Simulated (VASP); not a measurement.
# MgO (P6_3mc) in VASP: further runs, part 2 of 2

VASP 6.6.1. Earlier steps stand in the parts before.

## Step 4: Single point, r2SCAN (epitaxial xy strain -5.0%)

Input file POSCAR:

```
MgO
1.0
    3.1238063140      0.0000000000      0.0000000000
   -1.5619031570      2.7052956244      0.0000000000
    0.0000000000      0.0000000000      5.3075605388
Mg O
2 2
Direct
    0.3333333333      0.6666666667      0.0027333060
    0.6666666667      0.3333333333      0.5027333060
    0.3333333333      0.6666666667      0.3722666940
    0.6666666667      0.3333333333      0.8722666940
```

Input file INCAR.step1:

```
SYSTEM = MgO
ALGO     = Normal         ! electronic algorithm
EDIFF    = 1E-4           ! SCF threshold, eV
ENCUT    = 520            ! plane-wave cutoff, eV
GGA      = PE             ! functional
ISMEAR   = 0              ! smearing method
LASPH    = .True.         ! aspherical terms in the spheres
LCHARG   = .False.        ! write CHGCAR
LREAL    = .False.        ! projectors in reciprocal space
LWAVE    = .True.         ! write WAVECAR
NBANDS   = 16             ! bands
NELM     = 60             ! most SCF steps
PREC     = Accurate       ! precision mode
SIGMA    = 0.01           ! smearing width, eV
```

Input file INCAR.step2:

```
SYSTEM = MgO
ALGO     = Normal         ! electronic algorithm
EDIFF    = 1E-6           ! SCF threshold, eV
ENCUT    = 520            ! plane-wave cutoff, eV
ISIF     = 2              ! what is computed and relaxed
ISMEAR   = 0              ! smearing method
ISTART   = 1            
LASPH    = .True.         ! aspherical terms in the spheres
LCHARG   = .True.         ! write CHGCAR
LELF     = .True.         ! ELF
LMIXTAU  = .True.       
LREAL    = .False.        ! projectors in reciprocal space
LVHAR    = .True.       
LWAVE    = .False.        ! write WAVECAR
METAGGA  = R2SCAN         ! meta-GGA
NBANDS   = 16             ! bands
NELM     = 60             ! most SCF steps
PREC     = Accurate       ! precision mode
SIGMA    = 0.01           ! smearing width, eV
```

Input file KPOINTS:

```
k-points
0
Gamma
  12 12 6
  0 0 0
```

Potentials or basis: VASP PAW PBE potentials, release 64 (Mg, O).

The run is started by

```console
$ cat potpaw_PBE.64/Mg/POTCAR potpaw_PBE.64/O/POTCAR > POTCAR
$ cp INCAR.step1 INCAR
$ mpirun -np 1 vasp_std > vasp.out
$ cp INCAR.step2 INCAR
$ mpirun -np 1 vasp_std > vasp.out
```

OUTCAR:

```text
SYSTEM = MgO
   EDIFF = 1E-6
   ENCUT = 520
   ISIF = 2
   ISMEAR = 0
   ISTART = 1
   LASPH = .True.
   LREAL = .False.
   METAGGA = R2SCAN
   NELM = 60
   PREC = Accurate

 ion  position               nearest neighbor table
   1  0.333  0.667  0.003-   4 1.93   4 1.93   4 1.93   3 1.96   2 3.21   2 3.21   2 3.21   2 3.21
                             2 3.21   2 3.21
   2  0.667  0.333  0.503-   3 1.93   3 1.93   3 1.93   4 1.96   1 3.21   1 3.21   1 3.21   1 3.21
                             1 3.21   1 3.21
   3  0.333  0.667  0.372-   2 1.93   2 1.93   2 1.93   1 1.96
   4  0.667  0.333  0.872-   1 1.93   1 1.93   1 1.93   2 1.96

  LATTYP: Found a hexagonal cell.
 ALAT       =     3.1238063140
 C/A-ratio  =     1.6990683817

  Lattice vectors:

 A1 = (   3.1238063140,   0.0000000000,   0.0000000000)
 A2 = (  -1.5619031570,   2.7052956244,   0.0000000000)
 A3 = (   0.0000000000,   0.0000000000,   5.3075605388)

Analysis of symmetry for initial positions (statically):
=====================================================================
 Subroutine PRICEL returns:
 Original cell was already a primitive cell.

 Routine SETGRP: Setting up the symmetry group for a
 hexagonal supercell.
[... 171 lines left out ...]

  energy without entropy =      -31.70164274  energy(sigma->0) =      -31.70164274

 E-fermi :   0.9027     XC(G=0): -10.4335

 val. band max:        0.7506315617   @ k =   0.0000   0.0000   0.0000
 cond. band min:       5.3889546067   @ k =   0.0000   0.0000   0.0000
 fundamental gap:      4.6383230450
 Fermi energy:         0.9027342690

 k-point     1 :       0.0000    0.0000    0.0000
  band No.  band energies     occupation
      1     -16.3531      2.00000
      2     -15.6772      2.00000
      3      -2.6452      2.00000
      4       0.5200      2.00000
      5       0.5830      2.00000
      6       0.5830      2.00000
[... 433 lines left out ...]
      3      -1.8385      2.00000
      4      -1.4639      2.00000
      5      -0.9006      2.00000
      6       0.1550      2.00000
[... 8 lines left out ...]
     15      17.4198      0.00000
     16      19.0807      0.00000

 [... further k-points ...]
[... 5 lines left out ...]
  --------------------------------------------------------------------------------------
  -------------------------------------------------------------------------------------
  Total        3.2315265      3.2315265     -0.1480177      0.0000000      0.0000000      0.0000000
  in kB      115.4315475    115.4315475     -5.2872563      0.0000000      0.0000000      0.0000000
  external PRESSURE =      75.1919463 kB  Pullay stress =       0.0000000 kB

 VOLUME and BASIS-vectors are now :
 -----------------------------------------------------------------------------
  energy-cutoff  :      520.00
  volume of cell :       44.85
      direct lattice vectors                 reciprocal lattice vectors
     3.123806314  0.000000000  0.000000000     0.320122280  0.184822685  0.000000000
    -1.561903157  2.705295624  0.000000000     0.000000000  0.369645369  0.000000000
     0.000000000  0.000000000  5.307560539     0.000000000  0.000000000  0.188410475

 POSITION                                       TOTAL-FORCE (eV/Angst)
 -----------------------------------------------------------------------------------
     -0.00000      1.80353      0.01451        -0.000000      0.000000      0.000688
      1.56190      0.90177      2.66829         0.000000     -0.000000      0.000688
     -0.00000      1.80353      1.97583         0.000000     -0.000000     -0.000688
      1.56190      0.90177      4.62961        -0.000000      0.000000     -0.000688
 -----------------------------------------------------------------------------------
    total drift:                               -0.000000      0.000000     -0.021629

  FREE ENERGIE OF THE ION-ELECTRON SYSTEM (eV)
  ---------------------------------------------------
  free  energy   TOTEN  =       -31.7016427390 eV

  energy  without entropy=      -31.7016427390  energy(sigma->0) =      -31.70164274
```

Run time: 52 s. Hardware: 1 thread of Intel Xeon 6975P-C (Granite Rapids), shared host; peak memory 0.2 GiB.

Results:

- Free energy: -31.7016 eV
- Pressure: 7.5 GPa
- Band gap on the k mesh: 4.64 eV, direct

Caveat: the cell differs from its parent crystal (epitaxial xy strain -5.0%); the PAW data sets were made with another functional, which shifts forces and pressure a little. A k mesh can miss the band edges.

## Step 5: Overview

| level | cell | smearing | gap on the mesh (eV) | pressure (GPa) | largest force (eV/Å) |
| --- | --- | --- | --- | --- | --- |
| PBE | a = 3.288, b = 3.288, c = 5.110 Å, angles 90.0, 90.0, 120.0°, 4 atoms | fermi-dirac 0.02 eV | 3.51 | 1.8 | 0.01 |
| r2SCAN | a = 3.124, b = 3.124, c = 4.783 Å, angles 90.0, 90.0, 120.0°, 4 atoms | gaussian 0.01 eV | 5.14 | 26.4 | 0.01 |
| r2SCAN | a = 3.124, b = 3.124, c = 5.308 Å, angles 90.0, 90.0, 120.0°, 4 atoms | gaussian 0.01 eV | 4.64 | 7.5 | - |

Alike in all rows: task single point; potentials or basis VASP PAW PBE potentials, release 64 (Mg, O); no spin polarisation; k mesh 12 × 12 × 6; cutoff (eV) 520.

Caveats: the PAW data sets were made with another functional, which shifts forces and pressure a little (some runs).

Absolute energies hang on the potentials; compare differences alone.
